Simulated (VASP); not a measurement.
Input of a VASP 6.6.1 run:

The input INCAR:

```
  ALGO = Normal
  EDIFF = 1E-6
  ENCUT = 520
  GGA = PE
  ISIF = 2
  ISMEAR = 0
  LASPH = True
  LCHARG = True
  LELF = True
  LREAL = False
  LVHAR = True
  LWAVE = False
  NBANDS = 11
  NELM = 80
  PREC = Accurate
  SIGMA = 0.1
```

File KPOINTS:

```
k-points
0
Gamma
  30 30 16
```

File POSCAR:

```
C
1.0
    1.7154126962      0.0000000000      0.0000000000
   -0.8577063481      1.4855909729      0.0000000000
    0.0000000000      0.0000000000      8.2437279415
C
2
Direct
    0.3333333333      0.6666666667      0.2500000000
    0.6666666667      0.3333333333      0.7500000000
```

Potentials or basis: VASP PAW PBE potentials, release 64 (C).

Launch:

```sh
$ cat potpaw_PBE.64/C/POTCAR > POTCAR
$ mpirun -np 1 vasp_std > vasp.out
```

Estimate the pressure.

-0.1 GPa.

Predict the band gap on the k mesh.

zero (bands 4 and 5 overlap by 1.20 eV).

Stress tensor (GPa, compression positive):
```
-0.14  0.00  0.00
 0.00 -0.14  0.00
 0.00  0.00 -0.03
```

Caveat: this functional lacks dispersion, which binds the layers, so the pressure and a relaxed spacing across them are unreliable.
